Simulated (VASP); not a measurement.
MnNi3, 4 atoms in the cell. It takes space group Pm-3m (No. 221, cubic). The conventional cell has a = 3.492 Å, b = 3.492 Å, c = 3.492 Å, α = 90.00°, β = 90.00°, γ = 90.00°. Within 3.3 Å of Mn (site symmetry m-3m) lie 12 Ni at 2.47 Å. Ni (site symmetry 4/mmm) has 4 Mn at 2.47 Å and 8 Ni at 2.47 Å within 3.3 Å. 

| Quantity | Value |
| --- | --- |
| Program | VASP 6.6.1 |
| Task | single point |
| Functional | PBEsol |
| Potentials or basis | VASP PAW PBE potentials, release 64 (Mn_pv, Ni) |
| Cutoff | 520 eV |
| k mesh | 7 × 7 × 7 |
| Occupations | fermi-dirac, width 0.1 eV |
| Spin | collinear spin, ferromagnetic start |
| Starting moments | [5.2, 2.0, 2.0, 2.0] μB |
| Dipole correction | no |
| Further INCAR settings | ALGO = Normal; EDIFF = 1e-06; NBANDS = 34 |

Potentials or basis: VASP PAW PBE potentials, release 64 (Mn_pv, Ni).

Launch:

```sh
$ cat potpaw_PBE.64/Mn_pv/POTCAR potpaw_PBE.64/Ni/POTCAR > POTCAR
$ mpirun -np 1 vasp_std > vasp.out
```

Hardware: 1 thread of Intel(R) Xeon(R) 6975P-C (Granite Rapids), on a shared host.

Question: How long does it take, and how much memory?

Answer: It took 54 s on 1 thread of Intel(R) Xeon(R) 6975P-C (Granite Rapids), with other jobs on the host, peak memory 0.19 GiB. Counts: scf iterations 18, k points 20.
